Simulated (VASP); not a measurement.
Here is a VASP 6.6.1 calculation.

The input INCAR:

```
PREC = Accurate ; ENCUT = 520
EDIFF = 1E-7 ; ISMEAR = 0
SIGMA = 0.05 ; LREAL = False
LASPH = True ; NELM = 150
ALGO = Normal ; ISIF = 2
LWAVE = False ; LCHARG = True
ISPIN = 2 ; MAGMOM = 1.86 1.86 1.86 1.86 1.86 1.86
LORBIT = 11 ; LMAXMIX = 4
GGA = PE ; LELF = True
LVHAR = True ; NBANDS = 40
```

File KPOINTS:

```
regular mesh
0
Gamma
  1 1 8
```

File POSCAR:

```
Co
1.0
   12.7000000000      0.0000000000      0.0000000000
    0.0000000000     12.9000000000      0.0000000000
    0.0000000000      0.0000000000      4.0330685337
Co
6
Direct
    0.4509100653      0.3604866261      0.2500000000
    0.3527301960      0.5279026748      0.2500000000
    0.5490899347      0.5279026748      0.2500000000
    0.4509100653      0.4720973252      0.7500000000
    0.6472698040      0.4720973252      0.7500000000
    0.5490899347      0.6395133739      0.7500000000
```

Potentials or basis: VASP PAW PBE potentials, release 64 (Co).

Command:

```sh
$ cat potpaw_PBE.64/Co/POTCAR > POTCAR
$ mpirun -np 1 vasp_std > vasp.out
```

**Question.** Predict the net moment.

**Answer.** 12.09 μB per cell.

**Question.** Estimate the site moments.

**Answer.** Co +2.07, +1.77 μB.

**Question.** Predict the largest force.

**Answer.** 1.933 eV/Å.

Forces in eV/Å, atoms in the order of the input:
```
Co   0.022  1.932  0.000
Co   1.692 -0.926  0.000
Co  -0.440 -0.193  0.000
Co   0.440  0.193  0.000
Co  -1.692  0.926  0.000
Co  -0.022 -1.932  0.000
```
